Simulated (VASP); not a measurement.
Here is a VASP 6.6.1 calculation.

The input INCAR:

```
PREC     = Accurate       # precision mode
ENCUT    = 520            # plane-wave cutoff, eV
EDIFF    = 1E-7           # SCF threshold, eV
ISMEAR   = 0              # smearing method
SIGMA    = 0.1            # smearing width, eV
LREAL    = False          # projectors in reciprocal space
LASPH    = True           # aspherical terms in the spheres
NELM     = 80             # most SCF steps
ALGO     = Normal         # electronic algorithm
ISIF     = 2              # what is computed and relaxed
LWAVE    = False          # write WAVECAR
LCHARG   = False          # write CHGCAR
GGA      = PS             # functional
NBANDS   = 13             # bands
```

Contents of KPOINTS:

```
Automatic mesh
0
Gamma
  16 16 16
```

Contents of POSCAR:

```
W
1.0
   -1.5765372780      1.5765372780      1.5765372780
    1.5765372780     -1.5765372780      1.5765372780
    1.5765372780      1.5765372780     -1.5765372780
W
1
Direct
    0.0000000000      0.0000000000      0.0000000000
```

Potentials or basis: VASP PAW PBE potentials, release 64 (W_sv).

The run is started by

```sh
$ cat potpaw_PBE.64/W_sv/POTCAR > POTCAR
$ mpirun -np 1 vasp_std > vasp.out
```

Estimate the band gap on the k mesh.

zero (band 7 reaches 16.70 eV, above the bottom of band 8 at 10.19 eV).

What does it give for the pressure?

0.7 GPa.

Caveat: the PAW data sets were made with another functional, which shifts forces and pressure a little; spin-orbit coupling is left out, which moves the levels of the heavy elements.
